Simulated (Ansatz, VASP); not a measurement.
# One calculation of LiTiSb, two programs

POSCAR

```
LiTiSb
1.0
    3.6000350000      0.0000000000      0.0000000000
    0.0000000000      3.6000350000      0.0000000000
    0.0000000000      0.0000000000      7.9870360000
Ti Li Sb
2 2 2
Direct
    0.2500000000      0.2500000000      0.2487500000
    0.7500000000      0.7500000000      0.7512500000
    0.7500000000      0.2500000000      0.0000000000
    0.2500000000      0.7500000000      0.0000000000
    0.2500000000      0.2500000000      0.6155600000
    0.7500000000      0.7500000000      0.3844400000
```

File INCAR.step1:

```
PREC = Accurate
ENCUT = 520
ISMEAR = -1
SIGMA = 0.1
LREAL = False
LASPH = True
NELM = 80
NBANDS = 29
GGA = PE
ALGO = Normal
EDIFF = 1E-4
LWAVE = True
LCHARG = False
```

Contents of INCAR.step2:

```
PREC = Accurate
ENCUT = 520
EDIFF = 1E-7
ISMEAR = -1
SIGMA = 0.1
LREAL = False
LASPH = True
NELM = 80
ALGO = Normal
ISIF = 2
LWAVE = False
LCHARG = True
METAGGA = R2SCAN
LMIXTAU = True
LELF = True
LVHAR = True
NBANDS = 29
ISTART = 1
```

The input KPOINTS:

```
Automatic mesh
0
Gamma
  9 9 5
```

Input for Ansatz:

```yaml
crystal:
  lattice:
    - [3.600035, 0.0, 0.0]
    - [0.0, 3.600035, 0.0]
    - [0.0, 0.0, 7.987036]
  atoms:
    - { symbol: Ti, position: [0.25, 0.25, 0.24875] }
    - { symbol: Ti, position: [0.75, 0.75, 0.75125] }
    - { symbol: Li, position: [0.75, 0.25, 0.0] }
    - { symbol: Li, position: [0.25, 0.75, 0.0] }
    - { symbol: Sb, position: [0.25, 0.25, 0.61556] }
    - { symbol: Sb, position: [0.75, 0.75, 0.38444] }
  symmetry: { tolerance: 0.0003 }
kpoints:
  mp_grid: { grid: [9, 9, 5], shift: [0, 0, 0] }
  band_path:
    path:
      - [0.0, 0.0, 0.0]
      - [0.0, 0.5, 0.0]
      - [0.5, 0.5, 0.0]
      - [0.0, 0.0, 0.0]
      - [0.0, 0.0, 0.5]
      - [0.0, 0.5, 0.5]
      - [0.5, 0.5, 0.5]
      - [0.0, 0.0, 0.5]
      - [0.0, 0.5, 0.0]
      - [0.0, 0.5, 0.5]
      - [0.5, 0.5, 0.0]
    npoints: 6
magnetization:
  spin_polarized: false
scf:
  occupations: { method: fermi_dirac }
  lower_state_search: "off"
  max_iter: 200
hamiltonian:
  pseudopotentials: { kind: paw }
  xc: r2scan
basis:
  ecutwfc: 500
  fft_grid_basis: typed
output:
  forces: true
  stress: true
  eigenvalues: true
  bader: true
  populations: true
  elf: true
  write_potential: true
  volumetric_format: npy
  dos:
    e_range: [-12, 8]
    de: 0.05
    projected: { site_lists: { Li: [Li], Sb: [Sb], Ti: [Ti] } }
checkpoint:
  read: saved_state
```

Alike in both runs: task single point; functional r2SCAN; k mesh 9 × 9 × 5; no spin polarisation.

|  | VASP | Ansatz |
| --- | --- | --- |
| version | VASP 6.6.1 | Ansatz 0.2.0 |
| potentials or method | VASP PAW PBE potentials, release 64 (Ti_sv, Li_sv, Sb), cutoff 520 eV | PAW plane waves |
| occupations | fermi-dirac, width 0.1 eV | fermi-dirac |
| valence electrons in the cell | 40 | 60 |

```tsv
	VASP	Ansatz	Ansatz less VASP
rms of the force components (eV/Å)	0.579	0.587	+0.0077
```

VASP's potentials were made for PBE, not for r2SCAN. Atom by atom the forces differ by 0.011 eV/Å (rms over components). VASP's potentials hold 40 valence electrons a cell and Ansatz's 60, so a difference there can come from the potentials and not from the codes.

Neither program's run includes spin-orbit coupling. Noted on VASP's run: the cutoff is short for stress, so the pressure is rough.
